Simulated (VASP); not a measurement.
The system is SiC.

```xyz
4
Lattice="3.1336 0.0000 0.0000 -1.5668 2.7138 0.0000 0.0000 0.0000 4.9401" Properties=species:S:1:pos:R:3 pbc="T T T"
Si    0.0000    1.8092    0.0225
Si    1.5668    0.9046    2.4926
C     0.0000    1.8092    1.8794
C     1.5668    0.9046    4.3495
```

This cell differs from its parent crystal: volume 10.503 Å^3 an atom, c/a of the conventional cell 1.5765.

```yaml
Program: VASP 6.6.1
Task: relaxation of the atoms
Functional: PBE
Potentials_or_basis: VASP PAW PBE potentials, release 64 (Si, C)
Cutoff: 520 eV
k_mesh: 12 × 12 × 6
Occupations: gaussian, width 0.05 eV
Spin: no spin polarisation
```

At the start: pressure 0.3 GPa; volume 10.50 Å³/atom.

**Question.** Where does the relaxation end?

**Answer.** Over 3 steps the energy falls by 2.4 meV/atom; space group P6_3mc (No. 186, to 0.05 Å).

The path:
```csv
step,energy change (eV),largest force (eV/Å),pressure (GPa)
1,0.0000,0.4383,0.30
2,-0.0029,0.3444,-0.23
3,-0.0098,0.0001,-0.04
```

Final structure:
```cif
data_structure
_symmetry_space_group_name_H-M 'P 1'
_symmetry_Int_Tables_number 1
_cell_length_a 3.1336
_cell_length_b 3.1336
_cell_length_c 4.9401
_cell_angle_alpha 90.000
_cell_angle_beta 90.000
_cell_angle_gamma 120.000
_cell_volume 42.01
loop_
_atom_site_label
_atom_site_type_symbol
_atom_site_fract_x
_atom_site_fract_y
_atom_site_fract_z
_atom_site_occupancy
Si1 Si 0.33333 0.66667 0.00227 1
Si2 Si 0.66667 0.33333 0.50227 1
C1 C 0.33333 0.66667 0.38273 1
C2 C 0.66667 0.33333 0.88273 1
```

Caveat: the cell differs from its parent crystal (volume 10.503 Å^3 an atom, c/a of the conventional cell 1.5765).
